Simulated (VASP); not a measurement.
# Rh in VASP: relaxation of the atoms with PBE

Aim: the relaxation of the atoms of Rh with PBE.

Everything below comes from runs of VASP 6.6.1. Logs are shortened: lines on timing, memory, paths and dates and some standing lists are left out, and cuts for length are marked.

### Step 1. The cell of the first run

The cell holds a slab with vacuum, 3 atoms: a = 2.708 Å, b = 2.708 Å, c = 17.830 Å, α = 90.00°, β = 90.00°, γ = 90.00°.

### Step 2. Relaxation of the atoms, PBE

File INCAR:

```
SYSTEM = Rh
  PREC = Accurate
  ENCUT = 520
  EDIFF = 1E-6
  ISMEAR = 0
  SIGMA = 0.1
  LREAL = .False.
  LASPH = .True.
  NELM = 100
  ALGO = Normal
  ISIF = 2
  LWAVE = .False.
  LCHARG = .False.
  LDIPOL = .True.
  IDIPOL = 3
  DIPOL = 0.5 0.5 0.500
  GGA = PE
  IBRION = 2
  NSW = 70
  EDIFFG = -0.03
```

File KPOINTS:

```
Automatic mesh
0
Gamma
  11 11 1
  0 0 0
```

File POSCAR:

```
Rh
1.0
    2.7081700572      0.0000000000      0.0000000000
    0.0000000000      2.7081700572      0.0000000000
    0.0000000000      0.0000000000     17.8299308242
Rh
3
Selective dynamics
Direct
    0.5000000000      0.5000000000      0.3925982702  F F F
    0.0000000000      0.0000000000      0.5000000000  T T T
    0.5000000000      0.5000000000      0.6074017298  T T T
```

Potentials or basis: VASP PAW PBE potentials, release 64 (Rh_pv).

Command:

```console
cat potpaw_PBE.64/Rh_pv/POTCAR > POTCAR
mpirun -np 1 vasp_std > vasp.out
```

OUTCAR:

```text
SYSTEM = Rh
   PREC = Accurate
   ENCUT = 520
   EDIFF = 1E-6
   ISMEAR = 0
   LREAL = .False.
   LASPH = .True.
   NELM = 100
   ISIF = 2
   GGA = PE
   IBRION = 2
   NSW = 70
   EDIFFG = -0.03

 ion  position               nearest neighbor table
   1  0.500  0.500  0.393-   2 2.71   2 2.71   2 2.71   2 2.71
   2  0.000  0.000  0.500-   1 2.71   3 2.71   1 2.71   3 2.71   1 2.71   3 2.71   1 2.71   3 2.71

   3  0.500  0.500  0.607-   2 2.71   2 2.71   2 2.71   2 2.71

  LATTYP: Found a simple tetragonal cell.
 ALAT       =     2.7081700572
 C/A-ratio  =     6.5837559856

  Lattice vectors:

 A1 = (   2.7081700572,   0.0000000000,   0.0000000000)
 A2 = (   0.0000000000,   2.7081700572,   0.0000000000)
 A3 = (   0.0000000000,   0.0000000000,  17.8299308242)

Analysis of symmetry for initial positions (statically):
=====================================================================
 Subroutine PRICEL returns:
 Original cell was already a primitive cell.

 Routine SETGRP: Setting up the symmetry group for a
 simple tetragonal supercell.

 Subroutine GETGRP returns: Found 16 space group operations
 (whereof 16 operations were pure point group operations)
 out of a pool of 16 trial point group operations.

The static configuration has the point symmetry D_4h.

Analysis of symmetry for dynamics (positions and initial velocities):
=====================================================================
 Subroutine PRICEL returns:
 Original cell was already a primitive cell.

 Routine SETGRP: Setting up the symmetry group for a
 simple tetragonal supercell.

 Subroutine GETGRP returns: Found 16 space group operations
 (whereof 16 operations were pure point group operations)
 out of a pool of 16 trial point group operations.

The dynamic configuration has the point symmetry D_4h.

Analysis of constrained symmetry for selective dynamics:
=====================================================================
 Subroutine PRICEL returns:
 Original cell was already a primitive cell.

 Routine SETGRP: Setting up the symmetry group for a
 simple tetragonal supercell.

 Subroutine GETGRP returns: Found  8 space group operations
 (whereof  8 operations were pure point group operations)
 out of a pool of 16 trial point group operations.

The constrained configuration has the point symmetry C_4v.

 Subroutine INISYM returns: Found  8 space group operations
 (whereof  8 operations are pure point group operations),
 and found     1 'primitive' translations

----------------------------------------------------------------------------------------

                                     Primitive cell

  volume of cell :     130.7680

  direct lattice vectors                    reciprocal lattice vectors
     2.708170057  0.000000000  0.000000000     0.369253030  0.000000000  0.000000000
     0.000000000  2.708170057  0.000000000     0.000000000  0.369253030  0.000000000
     0.000000000  0.000000000 17.829930824     0.000000000  0.000000000  0.056085467

  length of vectors
     2.708170057  2.708170057 17.829930824     0.369253030  0.369253030  0.056085467

  position of ions in fractional coordinates (direct lattice)
     0.500000000  0.500000000  0.392598270
     0.000000000  0.000000000  0.500000000
     0.500000000  0.500000000  0.607401730

  ion indices of the primitive-cell ions
   primitive index   ion index
                 1           1
                 2           2
                 3           3

----------------------------------------------------------------------------------------

 KPOINTS: Automatic mesh

Automatic generation of k-mesh.
 Grid dimensions read from file:
 generate k-points for:   11   11    1

 Generating k-lattice:

  Cartesian coordinates                     Fractional coordinates (reciprocal lattice)
     0.033568457  0.000000000  0.000000000     0.090909091  0.000000000  0.000000000
     0.000000000  0.033568457  0.000000000     0.000000000  0.090909091  0.000000000
     0.000000000  0.000000000  0.056085467     0.000000000  0.000000000  1.000000000

  Length of vectors
     0.033568457  0.033568457  0.056085467

  Shift w.r.t. Gamma in fractional coordinates (k-lattice)
     0.000000000  0.000000000  0.000000000

 Subroutine IBZKPT returns following result:
 ===========================================

 Found     21 irreducible k-points:

 Following reciprocal coordinates:
            Coordinates               Weight
  0.000000  0.000000  0.000000      1.000000
  0.090909  0.000000  0.000000      4.000000
  0.181818  0.000000  0.000000      4.000000
  0.272727  0.000000  0.000000      4.000000
  0.363636  0.000000  0.000000      4.000000
  0.454545  0.000000  0.000000      4.000000
[... 13 lines left out ...]
  0.454545  0.363636  0.000000      8.000000
  0.454545  0.454545  0.000000      4.000000
   k-points           NKPTS =     21   k-points in BZ     NKDIM =     21   number of bands    NBANDS=     27
   number of dos      NEDOS =    301   number of ions     NIONS =      3
   total plane-waves  NPLWV =  56000
   dimension x,y,z NGX =    20 NGY =   20 NGZ =  140
   dimension x,y,z NGXF=    40 NGYF=   40 NGZF=  280
   ions per type =               3
   NGX,Y,Z   is equivalent  to a cutoff of  12.28, 12.28, 13.05 a.u.
   NGXF,Y,Z  is equivalent  to a cutoff of  24.55, 24.55, 26.11 a.u.
 SYSTEM =  Rh
   PREC   = accura    normal or accurate (medium, high low for compatibility)
   ISTART =      0    job   : 0-new  1-cont  2-samecut
   ICHARG =      2    charge: 1-file 2-atom 10-const
   ISPIN  =      1    spin polarized calculation?
   LNONCOLLINEAR =      F non collinear calculations
   LSORBIT =      F    spin-orbit coupling
   LASPH  =      T    aspherical Exc in radial PAW
   ENCUT  =  520.0 eV  38.22 Ry    6.18 a.u.   5.04  5.04 33.15*2*pi/ulx,y,z
   NELM   =    100;   NELMIN=  2; NELMDL= -5     # of ELM steps
   EDIFF  = 0.1E-05   stopping-criterion for ELM
   LREAL  =      F    real-space projection
   EDIFFG = -.3E-01   stopping-criterion for IOM
   NSW    =     70    number of steps for IOM
   IBRION =      2    ionic relax: 0-MD 1-quasi-New 2-CG
   NFREE  =      1    steps in history (QN), initial steepest desc. (CG)
   ISIF   =      2    stress and relaxation
   ISYM   =      2    0-nonsym 1-usesym 2-fastsym
   POTIM  = 0.5000    time-step for ionic-motion
   TEBEG  =    0.0;   TEEND  =   0.0 temperature during run
   PSTRESS=    0.0 pullay stress
   NELECT =      45.0000    total number of electrons
   NUPDOWN=      -1.0000    fix difference up-down
   EMIN   =  10.00;   EMAX   =-10.00  energy-range for DOS
   EFERMI =   0.00;   METHOD = LEGACY
   ISMEAR =     0;   SIGMA  =   0.10  broadening in eV -4-tet -1-fermi 0-gaus
   EFERMI_NEDOS =   21; number of points for ismear=-14 and -15
   IALGO  =     38    algorithm
   IMIX   =      4    mixing-type and parameters
     AMIX     =   0.40;   BMIX     =  1.00
     AMIX_MAG =   1.60;   BMIX_MAG =  1.00
  volume/ion in A,a.u.               =      43.59       294.16
  Fermi-wavevector in a.u.,A,eV,Ry     =   1.147216  2.167924 17.906687  1.316104
  Thomas-Fermi vector in A             =   2.283897
   LORBIT       =      0    0 simple, 1 ext, 2 COOP (PROOUT), +10 PAW based schemes
   GGA     = PE    functional components
   LHFCALC =     F    Hartree Fock is set to
   AEXX    =    0.0000 exact exchange contribution
   IVDW    =     0    specifies the selected vdW correction
   LEPSILON=     F    determine dielectric tensor
   LRPA    =     F    only Hartree local field effects (RPA)
 conjugate gradient relaxation of ions
 non-spin polarized calculation
 Gauss-broadening in eV      SIGMA  =   0.10
  energy-cutoff  :      520.00
  volume of cell :      130.77
 maximum number of plane-waves:      3547
   NGX = 11   NGY = 11   NGZ = 67

--------------------------------------- Ionic step        1  -------------------------------------------

 number of electron      45.0000023 magnetization

 Free energy of the ion-electron system (eV)
  ---------------------------------------------------
  ext. energy  EPLUGINS =         0.00000000
  ---------------------------------------------------
  free energy    TOTEN  =       -19.60691890 eV

  energy without entropy =      -19.57315120  energy(sigma->0) =      -19.59003505

------------------------ aborting loop because EDIFF is reached ----------------------------------------

  FORCE on cell =-STRESS in cart. coord.  units (eV):
  Direction    XX          YY          ZZ          XY          YZ          ZX
  --------------------------------------------------------------------------------------
  -------------------------------------------------------------------------------------
  Total       -3.4338785     -3.4338785     -2.4334119      0.0000000     -0.0000000      0.0000000
  in kB      -42.0720799    -42.0720799    -29.8143046      0.0000000     -0.0000000      0.0000000
  external PRESSURE =     -37.9861548 kB  Pullay stress =       0.0000000 kB
[... 98 lines left out ...]
--------------------------------------- Ionic step        4  -------------------------------------------

 number of electron      45.0000023 magnetization

------------------------ aborting loop because EDIFF is reached ----------------------------------------

 vacuum level on the upper side and lower side of the slab       (xc-potential included)         0.013        -0.013

  FORCE on cell =-STRESS in cart. coord.  units (eV):
  Direction    XX          YY          ZZ          XY          YZ          ZX
  --------------------------------------------------------------------------------------
  -------------------------------------------------------------------------------------
  Total       -2.3969031     -2.3969031     -0.7497898      0.0000000      0.0000000      0.0000000
  in kB      -29.3669972    -29.3669972     -9.1864691      0.0000000      0.0000000      0.0000000
  external PRESSURE =     -22.6401545 kB  Pullay stress =       0.0000000 kB

 VOLUME and BASIS-vectors are now :
 -----------------------------------------------------------------------------
  energy-cutoff  :      520.00
  volume of cell :      130.77
      direct lattice vectors                 reciprocal lattice vectors
     2.708170057  0.000000000  0.000000000     0.369253030  0.000000000  0.000000000
     0.000000000  2.708170057  0.000000000     0.000000000  0.369253030  0.000000000
     0.000000000  0.000000000 17.829930824     0.000000000  0.000000000  0.056085467
[... 83 lines left out ...]
  FREE ENERGIE OF THE ION-ELECTRON SYSTEM (eV)
  ---------------------------------------------------
  free  energy   TOTEN  =       -19.6576226595 eV

  energy  without entropy=      -19.6265925977  energy(sigma->0) =      -19.64210763

 dipolmoment           0.000000      0.000000      0.000245 electrons x Angstroem

--------------------------------------- Ionic step        7  -------------------------------------------

 number of electron      45.0000023 magnetization

 dipolmoment           0.000000      0.000000     -0.000167 electrons x Angstroem

 Free energy of the ion-electron system (eV)
  ---------------------------------------------------
  ext. energy  EPLUGINS =         0.00000000
  ---------------------------------------------------
  free energy    TOTEN  =       -19.65772122 eV

  energy without entropy =      -19.62685179  energy(sigma->0) =      -19.64228651

 E-fermi :   0.3930     XC(G=0):  -5.5034

 val. band max:        0.3929076948   @ k =   0.1818   0.0909   0.0000
 cond. band min:       0.4072082874   @ k =   0.4545   0.0000   0.0000
 fundamental gap:      0.0143005926
 Fermi energy:         0.3929607058

 k-point     1 :       0.0000    0.0000    0.0000
  band No.  band energies     occupation
      1     -46.4978      2.00000
      2     -46.2978      2.00000
      3     -46.2978      2.00000
      4     -45.6820      2.00000
      5     -45.5969      2.00000
      6     -45.5969      2.00000
[... 619 lines left out ...]
     26       5.6532      0.00000
     27       8.0826      0.00000

------------------------ aborting loop because EDIFF is reached ----------------------------------------

 vacuum level on the upper side and lower side of the slab       (xc-potential included)        -0.011        -0.007

  FORCE on cell =-STRESS in cart. coord.  units (eV):
  Direction    XX          YY          ZZ          XY          YZ          ZX
  --------------------------------------------------------------------------------------
  -------------------------------------------------------------------------------------
  Total       -1.9323590     -1.9323590     -0.0181114      0.0000000      0.0000000      0.0000000
  in kB      -23.6753757    -23.6753757     -0.2219023      0.0000000      0.0000000      0.0000000
  external PRESSURE =     -15.8575512 kB  Pullay stress =       0.0000000 kB

 VOLUME and BASIS-vectors are now :
 -----------------------------------------------------------------------------
  energy-cutoff  :      520.00
  volume of cell :      130.77
      direct lattice vectors                 reciprocal lattice vectors
     2.708170057  0.000000000  0.000000000     0.369253030  0.000000000  0.000000000
     0.000000000  2.708170057  0.000000000     0.000000000  0.369253030  0.000000000
     0.000000000  0.000000000 17.829930824     0.000000000  0.000000000  0.056085467
[... 9 lines left out ...]
  FREE ENERGIE OF THE ION-ELECTRON SYSTEM (eV)
  ---------------------------------------------------
  free  energy   TOTEN  =       -19.6577212248 eV

  energy  without entropy=      -19.6268517947  energy(sigma->0) =      -19.64228651

 reached required accuracy - stopping structural energy minimisation

 vacuum level on the upper side and lower side of the slab         5.317         5.321
```

Run time: 2.8 min. Hardware: 1 thread of Intel Xeon Platinum 8559C (Emerald Rapids), shared host; peak memory 0.24 GiB.

What came out:

```yaml
Free_energy: -19.6577 eV
Energy_gained_by_relaxing: 16.9 meV/atom
Ionic_steps: 7
Band_gap_on_the_k_mesh: zero (an odd number of electrons rules out a gap without spin polarisation)
```

Step by step:
```csv
step,energy change (eV),largest force on free atoms (eV/Å),pressure (GPa)
1,0.0000,0.6296,-3.80
2,-0.0162,0.4312,-3.39
3,-0.0288,0.5271,-2.59
4,-0.0419,0.3350,-2.26
5,-0.0507,0.0386,-1.70
6,-0.0507,0.0394,-1.66
7,-0.0508,0.0016,-1.59
```

Final structure:
```xyz
3
Lattice="2.7082 0.0000 0.0000 0.0000 2.7082 0.0000 0.0000 0.0000 17.8299" Properties=species:S:1:pos:R:3 pbc="T T T"
Rh    1.3541    1.3541    7.0000
Rh    2.7082    2.7082    8.8373
Rh    1.3541    1.3541   10.6747
```

Levels at points of the mesh, in eV from the Fermi level:
```csv
k point,band 18,band 19,band 20,band 21,band 22,band 23,band 24,band 25,band 26,band 27
"(0.00, 0.00, 0.00)",-1.56,-1.08,-0.87,-0.77,-0.77,0.19,0.40,0.61,0.65,0.65
```
